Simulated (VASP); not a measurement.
# Ag in VASP: relaxation of the atoms with PBE

Aim: the relaxation of the atoms of Ag with PBE.

Everything below comes from runs of VASP 6.6.1. Logs are shortened: lines on timing, memory, paths and dates and some standing lists are left out, and cuts for length are marked.

### 1 The cell of the first run

The cell holds a slab with vacuum, 6 atoms: a = 2.936 Å, b = 2.936 Å, c = 26.969 Å, α = 90.00°, β = 90.00°, γ = 120.00°.

### 2 Relaxation of the atoms, PBE

File INCAR:

```
SYSTEM = Ag
PREC = Accurate ; ENCUT = 450
EDIFF = 1E-7 ; ISMEAR = 0
SIGMA = 0.1 ; LREAL = .FALSE.
LASPH = .TRUE. ; NELM = 120
ALGO = Normal ; ISIF = 2
LWAVE = .FALSE. ; LCHARG = .FALSE.
LDIPOL = .TRUE. ; IDIPOL = 3
DIPOL = 0.5 0.5 0.500 ; GGA = PE
IBRION = 2 ; NSW = 80
EDIFFG = -0.02 ; GGA_COMPAT = .FALSE.
NELMIN = 4 ; NELMDL = -8
```

File KPOINTS:

```
regular mesh
0
G
  12 12 1
  0 0 0
```

File POSCAR:

```
Ag
1.0
    2.9355691563      0.0000000000      0.0000000000
   -1.4677845781      2.5422774639      0.0000000000
    0.0000000000      0.0000000000     26.9691657629
Ag
6
Direct
    0.0000000000      0.0000000000      0.2780953651
    0.6666666667      0.3333333333      0.3668234617
    0.3333333333      0.6666666667      0.4555515583
    0.6666666667      0.3333333333      0.5444484417
    0.3333333333      0.6666666667      0.6331765383
    0.0000000000      0.0000000000      0.7219046349
```

Potentials or basis: VASP PAW PBE potentials, release 64 (Ag).

Launch:

```bash
> cat potpaw_PBE.64/Ag/POTCAR > POTCAR
> mpirun -np 1 vasp_std > vasp.out
```

OUTCAR:

```text
SYSTEM = Ag
   PREC = Accurate
   ENCUT = 450
   EDIFF = 1E-7
   ISMEAR = 0
   LREAL = .FALSE.
   LASPH = .TRUE.
   NELM = 120
   ISIF = 2
   GGA = PE
   IBRION = 2
   NSW = 80
   EDIFFG = -0.02
   NELMIN = 4
   NELMDL = -8

 ion  position               nearest neighbor table
   1  0.000  0.000  0.278-   2 2.93   2 2.93   2 2.93
   2  0.667  0.333  0.367-   1 2.93   3 2.93   3 2.93   1 2.93   1 2.93   3 2.93
   3  0.333  0.667  0.456-   2 2.93   2 2.93   2 2.93   4 2.94   4 2.94   4 2.94
   4  0.667  0.333  0.544-   5 2.93   5 2.93   5 2.93   3 2.94   3 2.94   3 2.94
   5  0.333  0.667  0.633-   6 2.93   4 2.93   4 2.93   6 2.93   6 2.93   4 2.93
   6  0.000  0.000  0.722-   5 2.93   5 2.93   5 2.93

  LATTYP: Found a hexagonal cell.
 ALAT       =     2.9355691563
 C/A-ratio  =     9.1870313138

  Lattice vectors:

 A1 = (   2.9355691563,   0.0000000000,   0.0000000000)
 A2 = (  -1.4677845781,   2.5422774639,   0.0000000000)
 A3 = (   0.0000000000,   0.0000000000,  26.9691657629)

Analysis of symmetry for initial positions (statically):
=====================================================================
 Subroutine PRICEL returns:
 Original cell was already a primitive cell.

 Routine SETGRP: Setting up the symmetry group for a
 hexagonal supercell.

 Subroutine GETGRP returns: Found 12 space group operations
 (whereof 12 operations were pure point group operations)
 out of a pool of 24 trial point group operations.

The static configuration has the point symmetry D_3d.

Analysis of symmetry for dynamics (positions and initial velocities):
=====================================================================
 Subroutine PRICEL returns:
 Original cell was already a primitive cell.

 Routine SETGRP: Setting up the symmetry group for a
 hexagonal supercell.

 Subroutine GETGRP returns: Found 12 space group operations
 (whereof 12 operations were pure point group operations)
 out of a pool of 24 trial point group operations.

The dynamic configuration has the point symmetry D_3d.

 Subroutine INISYM returns: Found 12 space group operations
 (whereof 12 operations are pure point group operations),
 and found     1 'primitive' translations

----------------------------------------------------------------------------------------

                                     Primitive cell

  volume of cell :     201.2717

  direct lattice vectors                    reciprocal lattice vectors
     2.935569156  0.000000000  0.000000000     0.340649444  0.196674048  0.000000000
    -1.467784578  2.542277464  0.000000000     0.000000000  0.393348096  0.000000000
     0.000000000  0.000000000 26.969165763     0.000000000  0.000000000  0.037079382

  length of vectors
     2.935569156  2.935569156 26.969165763     0.393348096  0.393348096  0.037079382

  position of ions in fractional coordinates (direct lattice)
     0.000000000  0.000000000  0.278095365
     0.666666667  0.333333333  0.366823462
     0.333333333  0.666666667  0.455551558
     0.666666667  0.333333333  0.544448442
     0.333333333  0.666666667  0.633176538
     0.000000000  0.000000000  0.721904635

  ion indices of the primitive-cell ions
   primitive index   ion index
                 1           1
                 2           2
                 3           3
                 4           4
                 5           5
                 6           6

----------------------------------------------------------------------------------------

[... 47 lines left out ...]
   total plane-waves  NPLWV =  76800
   dimension x,y,z NGX =    20 NGY =   20 NGZ =  192
   dimension x,y,z NGXF=    40 NGYF=   40 NGZF=  384
   ions per type =               6
   NGX,Y,Z   is equivalent  to a cutoff of  11.33, 11.33, 11.84 a.u.
   NGXF,Y,Z  is equivalent  to a cutoff of  22.65, 22.65, 23.67 a.u.
 SYSTEM =  Ag
   PREC   = accura    normal or accurate (medium, high low for compatibility)
   ISTART =      0    job   : 0-new  1-cont  2-samecut
   ICHARG =      2    charge: 1-file 2-atom 10-const
   ISPIN  =      1    spin polarized calculation?
   LNONCOLLINEAR =      F non collinear calculations
   LSORBIT =      F    spin-orbit coupling
   LASPH  =      T    aspherical Exc in radial PAW
   ENCUT  =  450.0 eV  33.07 Ry    5.75 a.u.   5.08  5.08 46.65*2*pi/ulx,y,z
   NELM   =    120;   NELMIN=  4; NELMDL= -8     # of ELM steps
   EDIFF  = 0.1E-06   stopping-criterion for ELM
   LREAL  =      F    real-space projection
   EDIFFG = -.2E-01   stopping-criterion for IOM
   NSW    =     80    number of steps for IOM
   IBRION =      2    ionic relax: 0-MD 1-quasi-New 2-CG
   NFREE  =      1    steps in history (QN), initial steepest desc. (CG)
   ISIF   =      2    stress and relaxation
   ISYM   =      2    0-nonsym 1-usesym 2-fastsym
   POTIM  = 0.5000    time-step for ionic-motion
   TEBEG  =    0.0;   TEEND  =   0.0 temperature during run
   PSTRESS=    0.0 pullay stress
   NELECT =      66.0000    total number of electrons
   NUPDOWN=      -1.0000    fix difference up-down
   EMIN   =  10.00;   EMAX   =-10.00  energy-range for DOS
   EFERMI =   0.00;   METHOD = LEGACY
   ISMEAR =     0;   SIGMA  =   0.10  broadening in eV -4-tet -1-fermi 0-gaus
   EFERMI_NEDOS =   21; number of points for ismear=-14 and -15
   IALGO  =     38    algorithm
   IMIX   =      4    mixing-type and parameters
     AMIX     =   0.40;   BMIX     =  1.00
     AMIX_MAG =   1.60;   BMIX_MAG =  1.00
  volume/ion in A,a.u.               =      33.55       226.37
  Fermi-wavevector in a.u.,A,eV,Ry     =   1.128917  2.133343 17.339984  1.274453
  Thomas-Fermi vector in A             =   2.265608
   LORBIT       =      0    0 simple, 1 ext, 2 COOP (PROOUT), +10 PAW based schemes
   GGA     = PE    functional components
   LHFCALC =     F    Hartree Fock is set to
   AEXX    =    0.0000 exact exchange contribution
   IVDW    =     0    specifies the selected vdW correction
   LEPSILON=     F    determine dielectric tensor
   LRPA    =     F    only Hartree local field effects (RPA)
 conjugate gradient relaxation of ions
 non-spin polarized calculation
 Gauss-broadening in eV      SIGMA  =   0.10
  energy-cutoff  :      450.00
  volume of cell :      201.27
 maximum number of plane-waves:      4407
   NGX = 11   NGY = 11   NGZ = 93

--------------------------------------- Ionic step        1  -------------------------------------------

 number of electron      66.0000004 magnetization

 Free energy of the ion-electron system (eV)
  ---------------------------------------------------
  ext. energy  EPLUGINS =         0.00000000
  ---------------------------------------------------
  free energy    TOTEN  =       -15.59510896 eV

  energy without entropy =      -15.58501207  energy(sigma->0) =      -15.59006052

------------------------ aborting loop because EDIFF is reached ----------------------------------------

  FORCE on cell =-STRESS in cart. coord.  units (eV):
  Direction    XX          YY          ZZ          XY          YZ          ZX
  --------------------------------------------------------------------------------------
  -------------------------------------------------------------------------------------
  Total       -0.6563441     -0.6563441     -0.7272981     -0.0000000      0.0000000      0.0000000
  in kB       -5.2246765     -5.2246765     -5.7894897     -0.0000000      0.0000000      0.0000000
  external PRESSURE =      -5.4129475 kB  Pullay stress =       0.0000000 kB
[... 101 lines left out ...]
  FREE ENERGIE OF THE ION-ELECTRON SYSTEM (eV)
  ---------------------------------------------------
  free  energy   TOTEN  =       -15.5962744272 eV

  energy  without entropy=      -15.5863118779  energy(sigma->0) =      -15.59129315

[... ionic steps 4 to 7 ...]

--------------------------------------- Ionic step        8  -------------------------------------------

 number of electron      66.0000005 magnetization

------------------------ aborting loop because EDIFF is reached ----------------------------------------
[... 35 lines left out ...]
--------------------------------------- Ionic step        9  -------------------------------------------

 number of electron      66.0000008 magnetization

 dipolmoment           0.000000      0.000000     -0.000000 electrons x Angstroem

------------------------ aborting loop because EDIFF is reached ----------------------------------------

  FORCE on cell =-STRESS in cart. coord.  units (eV):
  Direction    XX          YY          ZZ          XY          YZ          ZX
  --------------------------------------------------------------------------------------
  -------------------------------------------------------------------------------------
  Total       -0.4277581     -0.4277581     -0.1109330     -0.0000000      0.0000000      0.0000000
  in kB       -3.4050703     -3.4050703     -0.8830569     -0.0000000      0.0000000      0.0000000
  external PRESSURE =      -2.5643991 kB  Pullay stress =       0.0000000 kB
[... 27 lines left out ...]
--------------------------------------- Ionic step       10  -------------------------------------------

 number of electron      66.0000007 magnetization

 dipolmoment           0.000000      0.000000      0.000000 electrons x Angstroem

 Free energy of the ion-electron system (eV)
  ---------------------------------------------------
  ext. energy  EPLUGINS =         0.00000000
  ---------------------------------------------------
  free energy    TOTEN  =       -15.59817607 eV

  energy without entropy =      -15.58828767  energy(sigma->0) =      -15.59323187

 E-fermi :   2.1487     XC(G=0):  -6.9427

 val. band max:        2.0301697318   @ k =   0.3333   0.1667   0.0000
 cond. band min:       2.1817624269   @ k =   0.2500   0.1667   0.0000
 fundamental gap:      0.1515926951
 Fermi energy:         2.1486758335

 k-point     1 :       0.0000    0.0000    0.0000
  band No.  band energies     occupation
      1      -5.1661      2.00000
      2      -4.6820      2.00000
      3      -4.0722      2.00000
      4      -3.9693      2.00000
      5      -3.8197      2.00000
      6      -3.7599      2.00000
[... 787 lines left out ...]
     38       6.3024      0.00000
     39       6.9175      0.00000

------------------------ aborting loop because EDIFF is reached ----------------------------------------

 vacuum level on the upper side and lower side of the slab       (xc-potential included)        -0.091        -0.091

  FORCE on cell =-STRESS in cart. coord.  units (eV):
  Direction    XX          YY          ZZ          XY          YZ          ZX
  --------------------------------------------------------------------------------------
  -------------------------------------------------------------------------------------
  Total       -0.3984648     -0.3984648     -0.0308399     -0.0000000      0.0000000     -0.0000000
  in kB       -3.1718874     -3.1718874     -0.2454939     -0.0000000      0.0000000     -0.0000000
  external PRESSURE =      -2.1964229 kB  Pullay stress =       0.0000000 kB
[... 21 lines left out ...]
  FREE ENERGIE OF THE ION-ELECTRON SYSTEM (eV)
  ---------------------------------------------------
  free  energy   TOTEN  =       -15.5981760671 eV

  energy  without entropy=      -15.5882876725  energy(sigma->0) =      -15.59323187

 reached required accuracy - stopping structural energy minimisation

 vacuum level on the upper side and lower side of the slab         6.450         6.450
```

Run time: 12 min. Hardware: 1 thread of Intel Xeon Platinum 8259CL at 2.50GHz (Skylake/Cascade Lake), shared host; peak memory 0.31 GiB.

Results:

| Property | Result |
| --- | --- |
| Free energy | -15.5982 eV |
| Energy gained by relaxing | 0.5 meV/atom |
| Ionic steps | 10 |
| Largest force after relaxing | 0.008 eV/Å |
| Band gap on the k mesh | zero (band 33 reaches 5.29 eV, above the bottom of band 34 at -0.90 eV) |

Forces in eV/Å, atoms in the order of the input:
```
Ag   0.000  0.000  0.001
Ag   0.000  0.000 -0.002
Ag   0.000  0.000  0.008
Ag   0.000  0.000 -0.008
Ag   0.000  0.000  0.002
Ag   0.000  0.000 -0.001
```

The path:
```csv
step,energy change (eV),largest force (eV/Å),pressure (GPa)
1,0.0000,0.0636,-0.54
2,-0.0004,0.0555,-0.52
3,-0.0012,0.0308,-0.46
4,-0.0012,0.0715,-0.34
5,-0.0014,0.0476,-0.40
6,-0.0019,0.0356,-0.37
7,-0.0026,0.0338,-0.31
8,-0.0023,0.0678,-0.17
9,-0.0027,0.0465,-0.26
10,-0.0031,0.0076,-0.22
```

Final structure:
```
Ag
1.0
     2.93557    0.00000    0.00000
    -1.46778    2.54228    0.00000
     0.00000    0.00000   26.96917
Ag
6
Cartesian
  0.0000 0.0000 7.5486
  1.4678 0.8474 9.9184
  0.0000 1.6949 12.2926
  1.4678 0.8474 14.6766
  0.0000 1.6949 17.0508
  2.9356 0.0000 19.4206
```

Levels at points of the mesh, in eV from the Fermi level:
| k point | band 31 | band 32 | band 33 | band 34 | band 35 | band 36 |
| --- | --- | --- | --- | --- | --- | --- |
| (0.00, 0.00, 0.00) | -3.12 | -3.12 | -3.05 | -3.05 | -2.23 | -0.49 |
| (0.50, 0.00, 0.00) | 0.08 | 0.30 | 0.83 | 1.20 | 1.47 | 1.51 |
